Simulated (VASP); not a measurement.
# Sb (Fd-3m) in VASP: further runs, part 2 of 2

VASP 6.6.1. Earlier steps stand in the parts before.

### Step 4. Single point, r2SCAN

This run uses another cell than the first one, of 37.45 Å³/atom.

Contents of POSCAR:

```
Sb
1.0
    0.0000000000      3.3456401209      3.3456401209
    3.3456401209      0.0000000000      3.3456401209
    3.3456401209      3.3456401209      0.0000000000
Sb
2
Direct
    0.0000000000      0.0000000000      0.0000000000
    0.2500000000      0.2500000000      0.2500000000
```

Contents of INCAR.step1:

```
SYSTEM = Sb
  PREC = Accurate
  ENCUT = 550
  ISMEAR = -1
  SIGMA = 0.1
  LREAL = .False.
  LASPH = .True.
  NELM = 120
  NBANDS = 12
  GGA = PE
  ALGO = Normal
  EDIFF = 1E-5
  LWAVE = .True.
  LCHARG = .False.
  GGA_COMPAT = .False.
```

Contents of INCAR.step2:

```
SYSTEM = Sb
  PREC = Accurate
  ENCUT = 550
  EDIFF = 1E-6
  ISMEAR = -1
  SIGMA = 0.1
  LREAL = .False.
  LASPH = .True.
  NELM = 120
  ALGO = Normal
  ISIF = 2
  LWAVE = .False.
  LCHARG = .True.
  METAGGA = R2SCAN
  LMIXTAU = .True.
  LELF = .True.
  LVHAR = .True.
  NBANDS = 12
  ISTART = 1
  GGA_COMPAT = .False.
```

Contents of KPOINTS:

```
Automatic mesh
0
Gamma
  6 6 6
  0 0 0
```

Potentials or basis: VASP PAW PBE potentials, release 64 (Sb).

Started as:

```console
> cat potpaw_PBE.64/Sb/POTCAR > POTCAR
> cp INCAR.step1 INCAR
> mpirun -np 1 vasp_std > vasp.out
> cp INCAR.step2 INCAR
> mpirun -np 1 vasp_std > vasp.out
```

OUTCAR:

```text
SYSTEM = Sb
   PREC = Accurate
   ENCUT = 550
   EDIFF = 1E-6
   ISMEAR = -1
   LREAL = .False.
   LASPH = .True.
   NELM = 120
   ISIF = 2
   METAGGA = R2SCAN
   ISTART = 1

 ion  position               nearest neighbor table
   1  0.000  0.000  0.000-   2 2.90   2 2.90   2 2.90   2 2.90
   2  0.250  0.250  0.250-   1 2.90   1 2.90   1 2.90   1 2.90

  LATTYP: Found a face centered cubic cell.
 ALAT       =     6.6912802418

  Lattice vectors:

 A1 = (   0.0000000000,   3.3456401209,   3.3456401209)
 A2 = (   3.3456401209,   0.0000000000,   3.3456401209)
 A3 = (   3.3456401209,   3.3456401209,   0.0000000000)

Analysis of symmetry for initial positions (statically):
=====================================================================
 Subroutine PRICEL returns:
 Original cell was already a primitive cell.

 Routine SETGRP: Setting up the symmetry group for a
 face centered cubic supercell.

 Subroutine GETGRP returns: Found 48 space group operations
 (whereof 24 operations were pure point group operations)
 out of a pool of 48 trial point group operations.

The static configuration has the point symmetry T_d .
[... 166 lines left out ...]
      5       2.8951      2.00000
      6       5.4704      0.22782
      7       5.4704      0.22782
      8       5.4704      0.22782
      9       9.3692      0.00000
     10      11.7639      0.00000
     11      11.7639      0.00000
     12      13.0356      0.00000
[... 211 lines left out ...]
 k-point    16 :      -0.3333    0.5000    0.1667
  band No.  band energies     occupation
      1      -5.0872      2.00000
      2      -5.0872      2.00000
      3       0.6254      2.00000
      4       0.6254      2.00000
      5       5.5505      0.10915
      6       5.5505      0.10915
      7       8.5124      0.00000
      8       8.5124      0.00000
      9      11.8780      0.00000
     10      11.8780      0.00000
     11      13.8114      0.00000
     12      13.8114      0.00000

------------------------ aborting loop because EDIFF is reached ----------------------------------------

  FORCE on cell =-STRESS in cart. coord.  units (eV):
  Direction    XX          YY          ZZ          XY          YZ          ZX
  --------------------------------------------------------------------------------------
  -------------------------------------------------------------------------------------
  Total        2.3988808      2.3988808      2.3988808     -0.0000000      0.0000000     -0.0000000
  in kB       51.3158569     51.3158569     51.3158569     -0.0000000      0.0000000     -0.0000000
  external PRESSURE =      51.3158569 kB  Pullay stress =       0.0000000 kB

 VOLUME and BASIS-vectors are now :
 -----------------------------------------------------------------------------
  energy-cutoff  :      550.00
  volume of cell :       74.90
      direct lattice vectors                 reciprocal lattice vectors
     0.000000000  3.345640121  3.345640121    -0.149448232  0.149448232  0.149448232
     3.345640121  0.000000000  3.345640121     0.149448232 -0.149448232  0.149448232
     3.345640121  3.345640121  0.000000000     0.149448232  0.149448232 -0.149448232

 POSITION                                       TOTAL-FORCE (eV/Angst)
 -----------------------------------------------------------------------------------
      0.00000      0.00000      0.00000         0.000000      0.000000      0.000000
      1.67282      1.67282      1.67282        -0.000000     -0.000000     -0.000000
 -----------------------------------------------------------------------------------
    total drift:                                0.000000      0.000000      0.000000

  FREE ENERGIE OF THE ION-ELECTRON SYSTEM (eV)
  ---------------------------------------------------
  free  energy   TOTEN  =       -50.5143721147 eV

  energy  without entropy=      -50.4716530403  energy(sigma->0) =      -50.49301258
```

It took 40 s on 1 thread of Intel Xeon Platinum 8488C (Sapphire Rapids), shared host; peak memory 0.21 GiB.

Results:

| Property | Result |
| --- | --- |
| Free energy | -50.5144 eV |
| Pressure | 5.1 GPa |
| Band gap on the k mesh | zero (bands 5 and 6 overlap by 1.08 eV) |

Caveat: the cell stands under pressure; the PAW data sets were made with another functional, which shifts forces and pressure a little; spin-orbit coupling is left out, which moves the levels of the heavy elements.

### Step 5. The runs side by side

```csv
cell,gap on the mesh (eV),pressure (GPa)
"a = 4.423 Å, angles 60.0°, 2 atoms",none,20.4
"a = 4.603 Å, angles 60.0°, 2 atoms",none,10.2
"a = 4.731 Å, angles 60.0°, 2 atoms",none,5.1
```

Alike in all rows: task single point; level r2SCAN; potentials or basis VASP PAW PBE potentials, release 64 (Sb); no spin polarisation; k mesh 6 × 6 × 6; cutoff (eV) 550; smearing fermi-dirac 0.1 eV.

Caveats: the cell stands under pressure; the PAW data sets were made with another functional, which shifts forces and pressure a little; spin-orbit coupling is left out, which moves the levels of the heavy elements.

Absolute energies hang on the potentials; compare differences alone.
